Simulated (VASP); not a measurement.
# AlRu (P4/mmm) in VASP: a series of runs

Runs on AlRu. Level: PBE. Tasks: single point.

Everything below comes from runs of VASP 6.6.1. Logs are shortened: lines on timing, memory, paths and dates and some standing lists are left out, and cuts for length are marked.

### Step 1. The cell of the first run

The structure is tetragonal, space group P4/mmm (No. 123). The conventional cell has a = 2.992 Å, b = 2.992 Å, c = 2.872 Å, α = 90.00°, β = 90.00°, γ = 90.00°. Within 3.4 Å of Al (site symmetry 4/mmm) lie 8 Ru at 2.56 Å and 6 Al at 2.87 to 2.99 Å. Within 3.4 Å of Ru (site symmetry 4/mmm) lie 8 Al at 2.56 Å and 6 Ru at 2.87 to 2.99 Å.

### Step 2. Single point, PBE (strain -0.0400 x Voigt [1, 0, 0, 0, 0, 0])

File INCAR:

```
SYSTEM = AlRu
PREC = Accurate
ENCUT = 520
EDIFF = 1E-7
ISMEAR = 0
SIGMA = 0.15
LREAL = .FALSE.
LASPH = .TRUE.
NELM = 80
ALGO = Fast
ISIF = 2
LWAVE = .FALSE.
LCHARG = .FALSE.
GGA = PE
NBANDS = 16
```

File KPOINTS:

```
regular mesh
0
G
  16 16 16
  0 0 0
```

File POSCAR:

```
AlRu
1.0
    2.8719360000      0.0000000000      0.0000000000
    0.0000000000      2.9916000000      0.0000000000
    0.0000000000      0.0000000000      2.9916000000
Al Ru
1 1
Direct
    0.0000000000      0.0000000000      0.0000000000
    0.5000000000      0.5000000000      0.5000000000
```

Potentials or basis: VASP PAW PBE potentials, release 64 (Al, Ru_pv).

Launch:

```sh
cat potpaw_PBE.64/Al/POTCAR potpaw_PBE.64/Ru_pv/POTCAR > POTCAR
mpirun -np 1 vasp_std > vasp.out
```

OUTCAR:

```text
SYSTEM = AlRu
   PREC = Accurate
   ENCUT = 520
   EDIFF = 1E-7
   ISMEAR = 0
   LREAL = .FALSE.
   LASPH = .TRUE.
   NELM = 80
   ISIF = 2
   GGA = PE

 ion  position               nearest neighbor table
   1  0.000  0.000  0.000-   2 2.56   2 2.56   2 2.56   2 2.56   2 2.56   2 2.56   2 2.56   2 2.56

   2  0.500  0.500  0.500-   1 2.56   1 2.56   1 2.56   1 2.56   1 2.56   1 2.56   1 2.56   1 2.56

  LATTYP: Found a simple tetragonal cell.
 ALAT       =     2.9916000000
 C/A-ratio  =     0.9600000000

  Lattice vectors:

 A1 = (   0.0000000000,   2.9916000000,   0.0000000000)
 A2 = (   0.0000000000,   0.0000000000,   2.9916000000)
 A3 = (   2.8719360000,   0.0000000000,   0.0000000000)

Analysis of symmetry for initial positions (statically):
=====================================================================
 Subroutine PRICEL returns:
 Original cell was already a primitive cell.

 Routine SETGRP: Setting up the symmetry group for a
 simple tetragonal supercell.

 Subroutine GETGRP returns: Found 16 space group operations
 (whereof 16 operations were pure point group operations)
 out of a pool of 16 trial point group operations.

The static configuration has the point symmetry D_4h.

Analysis of symmetry for dynamics (positions and initial velocities):
=====================================================================
 Subroutine PRICEL returns:
 Original cell was already a primitive cell.

 Routine SETGRP: Setting up the symmetry group for a
 simple tetragonal supercell.

 Subroutine GETGRP returns: Found 16 space group operations
 (whereof 16 operations were pure point group operations)
 out of a pool of 16 trial point group operations.

The dynamic configuration has the point symmetry D_4h.

 Subroutine INISYM returns: Found 16 space group operations
 (whereof 16 operations are pure point group operations),
 and found     1 'primitive' translations

----------------------------------------------------------------------------------------

                                     Primitive cell

  volume of cell :      25.7029

  direct lattice vectors                    reciprocal lattice vectors
     2.871936000  0.000000000  0.000000000     0.348197174  0.000000000  0.000000000
     0.000000000  2.991600000  0.000000000     0.000000000  0.334269287  0.000000000
     0.000000000  0.000000000  2.991600000     0.000000000  0.000000000  0.334269287

  length of vectors
     2.871936000  2.991600000  2.991600000     0.348197174  0.334269287  0.334269287

  position of ions in fractional coordinates (direct lattice)
     0.000000000  0.000000000  0.000000000
     0.500000000  0.500000000  0.500000000

  ion indices of the primitive-cell ions
   primitive index   ion index
                 1           1
                 2           2

----------------------------------------------------------------------------------------

 KPOINTS: regular mesh

Automatic generation of k-mesh.
 Grid dimensions read from file:
 generate k-points for:   16   16   16

 Generating k-lattice:

  Cartesian coordinates                     Fractional coordinates (reciprocal lattice)
     0.021762323  0.000000000  0.000000000     0.062500000  0.000000000  0.000000000
     0.000000000  0.020891830  0.000000000     0.000000000  0.062500000  0.000000000
     0.000000000  0.000000000  0.020891830     0.000000000  0.000000000  0.062500000

  Length of vectors
     0.021762323  0.020891830  0.020891830

  Shift w.r.t. Gamma in fractional coordinates (k-lattice)
     0.000000000  0.000000000  0.000000000

 Subroutine IBZKPT returns following result:
 ===========================================

 Found    405 irreducible k-points:

 Following reciprocal coordinates:
            Coordinates               Weight
  0.000000  0.000000  0.000000      1.000000
  0.062500  0.000000  0.000000      2.000000
  0.125000  0.000000  0.000000      2.000000
  0.187500  0.000000  0.000000      2.000000
  0.250000  0.000000  0.000000      2.000000
  0.312500  0.000000  0.000000      2.000000
[... 16 lines left out ...]
  0.250000  0.125000  0.000000      8.000000
  0.312500  0.125000  0.000000      8.000000
 [... further k-points ...]
   k-points           NKPTS =    405   k-points in BZ     NKDIM =    405   number of bands    NBANDS=     16
   number of dos      NEDOS =    301   number of ions     NIONS =      2
   total plane-waves  NPLWV =  13824
   dimension x,y,z NGX =    24 NGY =   24 NGZ =   24
   dimension x,y,z NGXF=    48 NGYF=   48 NGZF=   48
   ions per type =               1   1
   NGX,Y,Z   is equivalent  to a cutoff of  13.89, 13.34, 13.34 a.u.
   NGXF,Y,Z  is equivalent  to a cutoff of  27.79, 26.67, 26.67 a.u.
 SYSTEM =  AlRu
   PREC   = accura    normal or accurate (medium, high low for compatibility)
   ISTART =      0    job   : 0-new  1-cont  2-samecut
   ICHARG =      2    charge: 1-file 2-atom 10-const
   ISPIN  =      1    spin polarized calculation?
   LNONCOLLINEAR =      F non collinear calculations
   LSORBIT =      F    spin-orbit coupling
   LASPH  =      T    aspherical Exc in radial PAW
   ENCUT  =  520.0 eV  38.22 Ry    6.18 a.u.   5.34  5.56  5.56*2*pi/ulx,y,z
   NELM   =     80;   NELMIN=  2; NELMDL= -5     # of ELM steps
   EDIFF  = 0.1E-06   stopping-criterion for ELM
   LREAL  =      F    real-space projection
   EDIFFG = 0.1E-05   stopping-criterion for IOM
   NSW    =      0    number of steps for IOM
   IBRION =     -1    ionic relax: 0-MD 1-quasi-New 2-CG
   NFREE  =      0    steps in history (QN), initial steepest desc. (CG)
   ISIF   =      2    stress and relaxation
   ISYM   =      2    0-nonsym 1-usesym 2-fastsym
   POTIM  = 0.5000    time-step for ionic-motion
   TEBEG  =    0.0;   TEEND  =   0.0 temperature during run
   PSTRESS=    0.0 pullay stress
   NELECT =      17.0000    total number of electrons
   NUPDOWN=      -1.0000    fix difference up-down
   EMIN   =  10.00;   EMAX   =-10.00  energy-range for DOS
   EFERMI =   0.00;   METHOD = LEGACY
   ISMEAR =     0;   SIGMA  =   0.15  broadening in eV -4-tet -1-fermi 0-gaus
   EFERMI_NEDOS =   21; number of points for ismear=-14 and -15
   IALGO  =     68    algorithm
   IMIX   =      4    mixing-type and parameters
     AMIX     =   0.40;   BMIX     =  1.00
     AMIX_MAG =   1.60;   BMIX_MAG =  1.00
  volume/ion in A,a.u.               =      12.85        86.73
  Fermi-wavevector in a.u.,A,eV,Ry     =   1.426365  2.695438 27.681268  2.034516
  Thomas-Fermi vector in A             =   2.546649
   LORBIT       =      0    0 simple, 1 ext, 2 COOP (PROOUT), +10 PAW based schemes
   GGA     = PE    functional components
   LHFCALC =     F    Hartree Fock is set to
   AEXX    =    0.0000 exact exchange contribution
   IVDW    =     0    specifies the selected vdW correction
   LEPSILON=     F    determine dielectric tensor
   LRPA    =     F    only Hartree local field effects (RPA)
 non-spin polarized calculation
 RMM-DIIS sequential band-by-band and
 Gauss-broadening in eV      SIGMA  =   0.15
  energy-cutoff  :      520.00
  volume of cell :       25.70
 maximum number of plane-waves:       719
 NGX is ok and might be reduce to    24
   NGX = 11   NGY = 11   NGZ = 11

 number of electron      16.9999998 magnetization

 Free energy of the ion-electron system (eV)
  ---------------------------------------------------
  ext. energy  EPLUGINS =         0.00000000
  ---------------------------------------------------
  free energy    TOTEN  =       -14.19793549 eV

  energy without entropy =      -14.18029814  energy(sigma->0) =      -14.18911681

 E-fermi :  11.3328     XC(G=0): -12.7764

 val. band max:       11.3324266332   @ k =   0.1875   0.0625   0.0000
 cond. band min:      11.3351930795   @ k =   0.1250   0.2500   0.0000
 fundamental gap:      0.0027664463
 Fermi energy:        11.3327651453

 k-point     1 :       0.0000    0.0000    0.0000
  band No.  band energies     occupation
      1     -30.4877      2.00000
      2     -30.4877      2.00000
      3     -30.4309      2.00000
      4       1.3869      2.00000
      5       7.5003      2.00000
      6       7.5112      2.00000
[... 8 lines left out ...]
     15      23.4279      0.00000
     16      27.2646      0.00000

 k-point     2 :       0.0625    0.0000    0.0000
  band No.  band energies     occupation
      1     -30.4866      2.00000
      2     -30.4866      2.00000
      3     -30.4431      2.00000
      4       1.4687      2.00000
      5       7.5321      2.00000
      6       7.5551      2.00000
[... 8 lines left out ...]
     15      23.4282      0.00000
     16      27.5784      0.00000

 k-point     3 :       0.1250    0.0000    0.0000
  band No.  band energies     occupation
      1     -30.4835      2.00000
      2     -30.4835      2.00000
      3     -30.4778      2.00000
      4       1.7105      2.00000
      5       7.6246      2.00000
      6       7.6692      2.00000
[... 8 lines left out ...]
     15      23.4334      0.00000
     16      28.5113      0.00000

 k-point     4 :       0.1875    0.0000    0.0000
  band No.  band energies     occupation
      1     -30.5294      2.00000
      2     -30.4789      2.00000
      3     -30.4789      2.00000
      4       2.1026      2.00000
      5       7.7686      2.00000
      6       7.7965      2.00000
[... 8 lines left out ...]
     15      23.8614      0.00000
     16      29.3189      0.00000

 k-point     5 :       0.2500    0.0000    0.0000
  band No.  band energies     occupation
      1     -30.5899      2.00000
      2     -30.4734      2.00000
      3     -30.4734      2.00000
      4       2.6300      2.00000
      5       7.8360      2.00000
      6       7.9483      2.00000
[... 8 lines left out ...]
     15      24.2805      0.00000
     16      28.1745      0.00000

 k-point     6 :       0.3125    0.0000    0.0000
  band No.  band energies     occupation
      1     -30.6499      2.00000
      2     -30.4679      2.00000
      3     -30.4679      2.00000
      4       3.2727      2.00000
      5       7.6662      2.00000
      6       8.1403      2.00000
[... 8 lines left out ...]
     15      24.6214      0.00000
     16      27.0057      0.00000

 k-point     7 :       0.3750    0.0000    0.0000
  band No.  band energies     occupation
      1     -30.7003      2.00000
      2     -30.4633      2.00000
      3     -30.4633      2.00000
      4       4.0048      2.00000
      5       7.2256      2.00000
      6       8.3145      2.00000
[... 8 lines left out ...]
     15      25.8951      0.00000
     16      25.8954      0.00000

 k-point     8 :       0.4375    0.0000    0.0000
  band No.  band energies     occupation
      1     -30.7339      2.00000
      2     -30.4602      2.00000
      3     -30.4602      2.00000
      4       4.7804      2.00000
      5       6.5798      2.00000
      6       8.4375      2.00000
[... 8 lines left out ...]
     15      24.9472      0.00000
     16      25.1037      0.00000

 k-point     9 :       0.5000    0.0000    0.0000
  band No.  band energies     occupation
      1     -30.7456      2.00000
      2     -30.4591      2.00000
      3     -30.4591      2.00000
      4       5.3315      2.00000
      5       6.0619      2.00000
      6       8.4821      2.00000
[... 8 lines left out ...]
     15      24.4912      0.00000
     16      25.1874      0.00000
[... 172 lines left out ...]
 k-point    19 :       0.0000    0.1250    0.0000
  band No.  band energies     occupation
      1     -30.5195      2.00000
      2     -30.4851      2.00000
      3     -30.4284      2.00000
      4       1.6888      2.00000
      5       7.5831      2.00000
      6       7.6108      2.00000
[... 8 lines left out ...]
     15      23.5091      0.00000
     16      28.0720      0.00000

 k-point    20 :       0.0625    0.1250    0.0000
  band No.  band energies     occupation
      1     -30.5184      2.00000
      2     -30.4840      2.00000
      3     -30.4405      2.00000
      4       1.7687      2.00000
      5       7.6200      2.00000
      6       7.6528      2.00000
[... 8 lines left out ...]
     15      23.6029      0.00000
     16      28.2979      0.00000

 k-point    21 :       0.1250    0.1250    0.0000
  band No.  band energies     occupation
      1     -30.5151      2.00000
      2     -30.4809      2.00000
      3     -30.4750      2.00000
      4       2.0046      2.00000
      5       7.7085      2.00000
      6       7.7798      2.00000
[... 8 lines left out ...]
     15      24.0331      0.00000
     16      28.9226      0.00000

 k-point    22 :       0.1875    0.1250    0.0000
  band No.  band energies     occupation
      1     -30.5267      2.00000
      2     -30.5099      2.00000
      3     -30.4762      2.00000
      4       2.3863      2.00000
      5       7.8287      2.00000
      6       7.9406      2.00000
[... 8 lines left out ...]
     15      24.6773      0.00000
     16      28.3981      0.00000

 k-point    23 :       0.2500    0.1250    0.0000
  band No.  band energies     occupation
      1     -30.5866      2.00000
      2     -30.5043      2.00000
      3     -30.4707      2.00000
      4       2.8980      2.00000
      5       7.8906      2.00000
      6       8.0889      2.00000
[... 8 lines left out ...]
     15      25.3127      0.00000
     16      27.2212      0.00000

 k-point    24 :       0.3125    0.1250    0.0000
  band No.  band energies     occupation
      1     -30.6463      2.00000
      2     -30.4985      2.00000
      3     -30.4652      2.00000
      4       3.5193      2.00000
      5       7.6937      2.00000
      6       8.2647      2.00000
[... 8 lines left out ...]
     15      25.8512      0.00000
     16      26.0160      0.00000

 [... further k-points ...]

------------------------ aborting loop because EDIFF is reached ----------------------------------------

  FORCE on cell =-STRESS in cart. coord.  units (eV):
  Direction    XX          YY          ZZ          XY          YZ          ZX
  --------------------------------------------------------------------------------------
  -------------------------------------------------------------------------------------
  Total        2.8786889      1.5450188      1.5450188      0.0000000      0.0000000      0.0000000
  in kB      179.4417570     96.3080379     96.3080379      0.0000000      0.0000000      0.0000000
  external PRESSURE =     124.0192776 kB  Pullay stress =       0.0000000 kB

 VOLUME and BASIS-vectors are now :
 -----------------------------------------------------------------------------
  energy-cutoff  :      520.00
  volume of cell :       25.70
      direct lattice vectors                 reciprocal lattice vectors
     2.871936000  0.000000000  0.000000000     0.348197174  0.000000000  0.000000000
     0.000000000  2.991600000  0.000000000     0.000000000  0.334269287  0.000000000
     0.000000000  0.000000000  2.991600000     0.000000000  0.000000000  0.334269287

 POSITION                                       TOTAL-FORCE (eV/Angst)
 -----------------------------------------------------------------------------------
      0.00000      0.00000      0.00000         0.000000      0.000000      0.000000
      1.43597      1.49580      1.49580         0.000000      0.000000      0.000000
 -----------------------------------------------------------------------------------
    total drift:                                0.000000     -0.000000     -0.000000

  FREE ENERGIE OF THE ION-ELECTRON SYSTEM (eV)
  ---------------------------------------------------
  free  energy   TOTEN  =       -14.1979354876 eV

  energy  without entropy=      -14.1802981375  energy(sigma->0) =      -14.18911681
```

It took 81 s on 1 thread of Intel Xeon Platinum 8375C at 2.90GHz (Ice Lake), shared host; peak memory 0.27 GiB.

Results:

- Free energy: -14.1979 eV
- Pressure: 12.4 GPa

Stress tensor (GPa, compression positive):
```
17.94  0.00  0.00
 0.00  9.63  0.00
 0.00  0.00  9.63
```

Caveat: the cell differs from its parent crystal (strain -0.0400 x Voigt [1, 0, 0, 0, 0, 0]).

[end of part 1 of 2]
